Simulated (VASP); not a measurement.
# Zr9O16 (a cell with a defect) in VASP: relaxation of the atoms with PBE

Aim: the relaxation of the atoms of Zr9O16 (a cell with a defect) with PBE.

All numbers are computed with VASP 6.6.1; they aren't measurements. Logs are shortened: lines on timing, memory, paths and dates and some standing lists are left out, and cuts for length are marked.

## Step 1: The cell of the first run

The cell holds a defect, 25 atoms: a = 7.235 Å, b = 7.235 Å, c = 7.235 Å, α = 60.00°, β = 60.00°, γ = 60.00°.

## Step 2: Relaxation of the atoms, PBE (with an interstitial atom)

Contents of INCAR:

```
SYSTEM = Zr9O16
PREC = Accurate
ENCUT = 520
EDIFF = 1E-7
ISMEAR = 0
SIGMA = 0.01
LREAL = .False.
LASPH = .True.
NELM = 120
ALGO = Normal
ISIF = 2
LWAVE = .False.
LCHARG = .False.
GGA = PE
IBRION = 2
NSW = 65
EDIFFG = -0.025
NELECT = 202.0
GGA_COMPAT = .False.
NELMIN = 4
KPAR = 2
NCORE = 2
```

Contents of KPOINTS:

```
regular mesh
0
Gamma
  2 2 2
  0 0 0
```

Contents of POSCAR:

```
Zr9O16
1.0
   -5.1158283606      5.1158283606      0.0000000000
   -5.1158283606      0.0000000000      5.1158283606
    0.0000000000      5.1158283606      5.1158283606
Zr O
9 16
Direct
    1.0188236163      1.0100326914      0.4828667832
    0.4856917865      1.0130852672      0.4853880276
    1.0151925299      0.4836019621      0.4853930585
    1.0004314668      0.9983299826      0.0001513303
    0.5004292564      0.4983454251      0.5001401817
    0.4802187255      1.0132263193      0.0170794553
    1.0193036546      0.4785982790      0.0153899174
    0.4868648361      0.4829844772      0.0147048667
    0.7492642625      0.7494559262      0.7520691659
    0.8712583765      0.8606515526      0.3726904944
    0.3855617203      0.8719611731      0.3690001244
    0.8740245048      0.3835091286      0.3725367615
    0.8672811127      0.8712195522      0.8888537815
    0.3692875373      0.3707352245      0.3852878145
    0.3793687018      0.8866921557      0.8731516660
    0.8897537862      0.3760113699      0.8632409923
    0.3728183467      0.3671946637      0.8737331914
    0.6180474109      0.6158883530      0.1241531173
    0.1340237656      0.6246820618      0.1181272579
    0.6267731506      0.1319245328      0.1222347708
    0.6099543121      0.6189075344      0.6449776656
    0.1184014547      0.1204409689      0.1337343010
    0.1262521546      0.6363082056      0.6167049021
    0.6417819127      0.1189835613      0.6162902794
    0.1225259039      0.1163373289      0.6264836622
```

Potentials or basis: VASP PAW PBE potentials, release 64 (Zr_sv, O).

Command:

```sh
$ cat potpaw_PBE.64/Zr_sv/POTCAR potpaw_PBE.64/O/POTCAR > POTCAR
$ mpirun -np 4 vasp_std > vasp.out
```

OUTCAR:

```text
SYSTEM = Zr9O16
   PREC = Accurate
   ENCUT = 520
   EDIFF = 1E-7
   ISMEAR = 0
   LREAL = .False.
   LASPH = .True.
   NELM = 120
   ISIF = 2
   GGA = PE
   IBRION = 2
   NSW = 65
   EDIFFG = -0.025
   NELECT = 202.0
   NELMIN = 4

 ion  position               nearest neighbor table
   1  0.019  0.010  0.483-  22 2.07  25 2.10  11 2.17  12 2.21  23 2.21  24 2.23  13 2.40  10 2.41
                             9 2.71   6 3.35   7 3.39   2 3.40   3 3.42   5 3.60   4 3.60   4 3.64
   2  0.486  0.013  0.485-  11 2.12  14 2.12  20 2.15  25 2.15  10 2.28  15 2.30  24 2.33  21 2.34
                             9 2.71   1 3.40   8 3.40   3 3.40   6 3.41   4 3.62   5 3.62   5 3.62
   3  0.015  0.484  0.485-  14 2.10  12 2.10  25 2.17  19 2.17  10 2.23  16 2.24  23 2.34  21 2.40
                             9 2.72   7 3.40   2 3.40   8 3.41   1 3.42   5 3.62   4 3.62   4 3.62
   4  0.000  0.998  0.000-  13 2.20  10 2.20  19 2.21  20 2.21  22 2.21  25 2.21  16 2.23  15 2.24
                             6 3.59   7 3.60   1 3.60   8 3.61   3 3.62   2 3.62   2 3.62   3 3.62
   5  0.500  0.498  0.500-  17 2.21  12 2.21  14 2.21  11 2.21  23 2.21  21 2.22  18 2.22  24 2.24
                             1 3.60   7 3.61   6 3.61   8 3.62   3 3.62   2 3.62   2 3.62   3 3.62
   6  0.480  0.013  0.017-  11 2.09  17 2.10  22 2.14  20 2.19  15 2.20  13 2.29  18 2.35  24 2.38
                             9 2.71   7 3.35   1 3.35   2 3.41   8 3.41   4 3.59   5 3.61   5 3.63
   7  0.019  0.479  0.015-  17 2.09  12 2.12  22 2.12  19 2.15  16 2.28  13 2.32  23 2.36  18 2.38
                             9 2.73   6 3.35   1 3.39   8 3.40   3 3.40   4 3.60   5 3.61   5 3.63
   8  0.487  0.483  0.015-  20 2.08  19 2.09  21 2.19  14 2.19  17 2.19  18 2.21  16 2.39  15 2.39
                             9 2.71   7 3.40   2 3.40   3 3.41   6 3.41   4 3.61   5 3.62   5 3.62
   9  0.749  0.749  0.752-  24 2.19  15 2.19  18 2.20  16 2.21  13 2.23  23 2.23  21 2.23  10 2.24
                             6 2.71   8 2.71   1 2.71   2 2.71   3 2.72   7 2.73
  10  0.871  0.861  0.373-   4 2.20   3 2.23   9 2.24   2 2.28   1 2.41
  11  0.386  0.872  0.369-   6 2.09   2 2.12   1 2.17   5 2.21
  12  0.874  0.384  0.373-   3 2.10   7 2.12   5 2.21   1 2.21
  13  0.867  0.871  0.889-   4 2.20   9 2.23   6 2.29   7 2.32   1 2.40
  14  0.369  0.371  0.385-   3 2.10   2 2.12   8 2.19   5 2.21
  15  0.379  0.887  0.873-   9 2.19   6 2.20   4 2.24   2 2.30   8 2.39
  16  0.890  0.376  0.863-   9 2.21   4 2.23   3 2.24   7 2.28   8 2.39
  17  0.373  0.367  0.874-   7 2.09   6 2.10   8 2.19   5 2.21
  18  0.618  0.616  0.124-   9 2.20   8 2.21   5 2.22   6 2.35   7 2.38
  19  0.134  0.625  0.118-   8 2.09   7 2.15   3 2.17   4 2.21
  20  0.627  0.132  0.122-   8 2.08   2 2.15   6 2.19   4 2.21
  21  0.610  0.619  0.645-   8 2.19   5 2.22   9 2.23   2 2.34   3 2.40
  22  0.118  0.120  0.134-   1 2.07   7 2.12   6 2.14   4 2.21
  23  0.126  0.636  0.617-   1 2.21   5 2.21   9 2.23   3 2.34   7 2.36
  24  0.642  0.119  0.616-   9 2.19   1 2.23   5 2.24   2 2.33   6 2.38
  25  0.123  0.116  0.626-   1 2.10   2 2.15   3 2.17   4 2.21

  LATTYP: Found a face centered cubic cell.
 ALAT       =    10.2316567212

  Lattice vectors:

 A1 = (  -5.1158283606,   5.1158283606,   0.0000000000)
[... 192 lines left out ...]
  energy-cutoff  :      520.00
  volume of cell :      267.78
 maximum number of plane-waves:      7239
 NGX is ok and might be reduce to    54
   NGX = 27   NGY = 27   NGZ = 27

--------------------------------------- Ionic step        1  -------------------------------------------

 number of electron     201.9999997 magnetization

 Free energy of the ion-electron system (eV)
  ---------------------------------------------------
  ext. energy  EPLUGINS =         0.00000000
  ---------------------------------------------------
  free energy    TOTEN  =      -253.90374780 eV

  energy without entropy =     -253.90370251  energy(sigma->0) =     -253.90372516

------------------------ aborting loop because EDIFF is reached ----------------------------------------

  FORCE on cell =-STRESS in cart. coord.  units (eV):
  Direction    XX          YY          ZZ          XY          YZ          ZX
  --------------------------------------------------------------------------------------
  -------------------------------------------------------------------------------------
  Total        1.3036437      0.0639411      0.5305861      0.4273697     -0.3665715      0.2902820
  in kB        7.7999463      0.3825717      3.1745965      2.5570336     -2.1932664      1.7368122
  external PRESSURE =       3.7857048 kB  Pullay stress =       0.0000000 kB
[... 158 lines left out ...]
  FREE ENERGIE OF THE ION-ELECTRON SYSTEM (eV)
  ---------------------------------------------------
  free  energy   TOTEN  =      -254.0046371667 eV

  energy  without entropy=     -254.0046371667  energy(sigma->0) =     -254.00463717

[... ionic steps 4 to 21 ...]

--------------------------------------- Ionic step       22  -------------------------------------------

 number of electron     202.0000000 magnetization

------------------------ aborting loop because EDIFF is reached ----------------------------------------
[... 113 lines left out ...]
--------------------------------------- Ionic step       24  -------------------------------------------

 number of electron     202.0000000 magnetization

 Free energy of the ion-electron system (eV)
  ---------------------------------------------------
  ext. energy  EPLUGINS =         0.00000000
  ---------------------------------------------------
  free energy    TOTEN  =      -254.03034841 eV

  energy without entropy =     -254.03034841  energy(sigma->0) =     -254.03034841

 E-fermi :   9.8268     XC(G=0): -11.9950

 val. band max:        9.7757733676   @ k =   0.5000   0.5000   0.0000
 cond. band min:       9.9091321684   @ k =   0.0000   0.0000   0.5000
 fundamental gap:      0.1333588008
 Fermi energy:         9.8267526470

 k-point     1 :       0.0000    0.0000    0.0000
  band No.  band energies     occupation
      1     -40.2235      2.00000
      2     -40.2219      2.00000
      3     -39.7860      2.00000
      4     -39.7260      2.00000
      5     -39.7185      2.00000
      6     -39.7077      2.00000
[... 917 lines left out ...]
    112      12.5743      0.00000
    113      12.5798      0.00000
 [bands above 113 left out]

------------------------ aborting loop because EDIFF is reached ----------------------------------------

  FORCE on cell =-STRESS in cart. coord.  units (eV):
  Direction    XX          YY          ZZ          XY          YZ          ZX
  --------------------------------------------------------------------------------------
  -------------------------------------------------------------------------------------
  Total        0.7472770      0.4062402      0.5480975      0.0040412     -0.0206286     -0.0059671
  in kB        4.4710994      2.4306116      3.2793705      0.0241793     -0.1234250     -0.0357025
  external PRESSURE =       3.3936939 kB  Pullay stress =       0.0000000 kB
[... 40 lines left out ...]
  FREE ENERGIE OF THE ION-ELECTRON SYSTEM (eV)
  ---------------------------------------------------
  free  energy   TOTEN  =      -254.0303484147 eV

  energy  without entropy=     -254.0303484147  energy(sigma->0) =     -254.03034841

 reached required accuracy - stopping structural energy minimisation
```

OSZICAR:

```text
N       E                     dE             d eps       ncg     rms          rms(c)
DAV:   1     0.211361148492E+04    0.21136E+04   -0.11470E+05  1936   0.173E+03
DAV:   2    -0.960099513801E+02   -0.22096E+04   -0.21397E+04  2264   0.496E+02
DAV:   3    -0.286434298332E+03   -0.19042E+03   -0.18928E+03  2565   0.138E+02
[... 238 lines left out ...]
DAV:   3    -0.254030357952E+03    0.12423E-04   -0.28355E-04  2952   0.444E-02    0.302E-02
DAV:   4    -0.254030347783E+03    0.10169E-04   -0.64843E-05  2328   0.283E-02    0.835E-03
DAV:   5    -0.254030348333E+03   -0.54983E-06   -0.11326E-05  2248   0.117E-02    0.580E-03
DAV:   6    -0.254030348490E+03   -0.15758E-06   -0.17523E-06  2088   0.392E-03    0.353E-03
DAV:   7    -0.254030348415E+03    0.75685E-07   -0.61945E-07  1856   0.311E-03
  24 F= -.25403035E+03 E0= -.25403035E+03  d E =-.182562E-03
```

CONTCAR:

```text
Zr9O16
   1.00000000000000
    -5.1158283606000001    5.1158283606000001    0.0000000000000000
    -5.1158283606000001    0.0000000000000000    5.1158283606000001
     0.0000000000000000    5.1158283606000001    5.1158283606000001
  Zr              O
     9    16
Direct
     0.0177855900567634    0.0147186446889547    0.4824891702573033
     0.4833605975569453    0.0148403265068358    0.4834499953415196
     0.0168134242859165    0.4806905069936288    0.4834925613500104
     0.0004979983035946    0.9980364573930588    0.9999966866964068
     0.5004601392085221    0.4980148647386872    0.5000235180170322
     0.4840468662342590    0.0152375425205523    0.0168073334871090
[... 17 lines left out ...]
     0.6351928812100357    0.1208357094478893    0.6197152567885821
     0.1230535766223363    0.1179656528446794    0.6264858208127703

  0.00000000E+00  0.00000000E+00  0.00000000E+00
  0.00000000E+00  0.00000000E+00  0.00000000E+00
  0.00000000E+00  0.00000000E+00  0.00000000E+00
  0.00000000E+00  0.00000000E+00  0.00000000E+00
  0.00000000E+00  0.00000000E+00  0.00000000E+00
  0.00000000E+00  0.00000000E+00  0.00000000E+00
[... 17 lines left out ...]
  0.00000000E+00  0.00000000E+00  0.00000000E+00
  0.00000000E+00  0.00000000E+00  0.00000000E+00
```

Wall time 17 min (4 MPI ranks of AMD EPYC 9R14 (Zen 4), shared host); peak memory 0.31 GiB.

Results:

```yaml
Free_energy: -254.0303 eV
Energy_gained_by_relaxing: 5.1 meV/atom
Ionic_steps: 24
Largest_force_after_relaxing: 0.022 eV/Å
```

Forces on the atoms (eV/Å):
```
Zr   0.003  0.001  0.010
Zr  -0.004  0.002 -0.001
Zr  -0.016  0.004  0.008
Zr  -0.001  0.007  0.005
Zr   0.005  0.004  0.000
Zr   0.008 -0.003  0.006
Zr   0.007  0.003  0.003
Zr  -0.004 -0.003 -0.002
Zr   0.018 -0.009 -0.010
O   -0.002  0.002 -0.004
O    0.000  0.000  0.000
O   -0.006 -0.001  0.001
O    0.000 -0.006 -0.004
O   -0.020  0.008  0.000
O   -0.002  0.003  0.002
O    0.005 -0.008  0.002
O    0.001 -0.006 -0.005
O   -0.012 -0.009 -0.001
O    0.004  0.000 -0.006
O    0.011 -0.005 -0.012
O   -0.005  0.008  0.003
O    0.004  0.003  0.001
O   -0.002 -0.001 -0.002
O    0.006 -0.002  0.003
O    0.002  0.006  0.002
```

The path:
```tsv
step	energy change (eV)	largest force (eV/Å)	pressure (GPa)
1	0.0000	1.0527	0.38
2	-0.0507	1.1159	1.08
3	-0.1009	0.4432	0.71
4	-0.1158	0.2367	0.68
5	-0.1160	0.1985	0.68
6	-0.1207	0.1010	0.58
7	-0.1207	0.0775	0.59
8	-0.1225	0.0544	0.59
9	-0.1228	0.0480	0.59
10	-0.1235	0.0298	0.57
11	-0.1236	0.0389	0.56
12	-0.1240	0.0270	0.55
13	-0.1240	0.0489	0.55
14	-0.1242	0.0338	0.54
15	-0.1245	0.0469	0.52
16	-0.1248	0.0304	0.50
17	-0.1251	0.0433	0.47
18	-0.1255	0.0358	0.45
19	-0.1258	0.0443	0.41
20	-0.1261	0.0366	0.38
21	-0.1262	0.0372	0.37
22	-0.1264	0.0409	0.35
23	-0.1264	0.0373	0.35
24	-0.1266	0.0222	0.34
```

Final structure:
```
CELL_PARAMETERS angstrom
-5.11583 5.11583 0.00000
-5.11583 0.00000 5.11583
0.00000 5.11583 5.11583
ATOMIC_POSITIONS crystal
Zr 0.01779 0.01472 0.48249
Zr 0.48336 0.01484 0.48345
Zr 0.01681 0.48069 0.48349
Zr 0.00050 0.99804 0.00000
Zr 0.50046 0.49801 0.50002
Zr 0.48405 0.01524 0.01681
Zr 0.01782 0.48107 0.01684
Zr 0.48332 0.48125 0.01758
Zr 0.75063 0.74802 0.75021
O 0.87183 0.86601 0.37768
O 0.38250 0.87190 0.37093
O 0.87442 0.37951 0.37330
O 0.86816 0.86909 0.88417
O 0.37093 0.37113 0.38243
O 0.37799 0.88136 0.87128
O 0.88435 0.37535 0.86786
O 0.37405 0.36915 0.87418
O 0.62348 0.61701 0.12326
O 0.13098 0.62443 0.12064
O 0.62696 0.12891 0.12313
O 0.62012 0.62102 0.63464
O 0.12116 0.12081 0.13033
O 0.12344 0.63274 0.62347
O 0.63519 0.12084 0.61972
O 0.12305 0.11797 0.62649
```

Levels at points of the mesh, in eV from the Fermi level:
```csv
k point,band 97,band 98,band 99,band 100,band 101,band 102,band 103,band 104,band 105,band 106
"(0.00, 0.00, 0.00)",-2.62,-2.49,-2.00,-2.00,-0.24,-0.18,1.42,2.05,2.06,2.13
"(0.50, 0.00, 0.00)",-2.88,-2.86,-2.64,-2.64,0.09,0.10,1.35,1.97,1.98,2.33
"(0.00, 0.50, 0.00)",-2.88,-2.86,-2.64,-2.64,0.09,0.10,1.35,1.97,1.98,2.33
"(0.00, 0.00, 0.50)",-2.88,-2.86,-2.65,-2.64,0.08,0.10,1.35,1.97,1.98,2.33
"(0.50, 0.50, 0.50)",-2.88,-2.86,-2.64,-2.64,0.09,0.10,1.35,1.97,1.98,2.33
"(0.50, 0.50, 0.00)",-2.64,-2.45,-2.43,-2.10,-0.19,-0.05,2.00,2.14,2.15,2.16
"(0.00, 0.50, 0.50)",-2.61,-2.47,-2.43,-2.10,-0.18,-0.06,1.99,2.15,2.15,2.17
"(0.50, 0.00, 0.50)",-2.62,-2.47,-2.45,-2.10,-0.18,-0.07,1.98,2.15,2.16,2.18
```

Caveat: the k points lie up to 0.53 Å⁻¹ apart; the cell carries a net charge on a neutralising background, which shifts energy and pressure; the cell differs from its parent crystal (with an interstitial atom); the cell is charged against a uniform background, so pressure and absolute levels hang on convention.
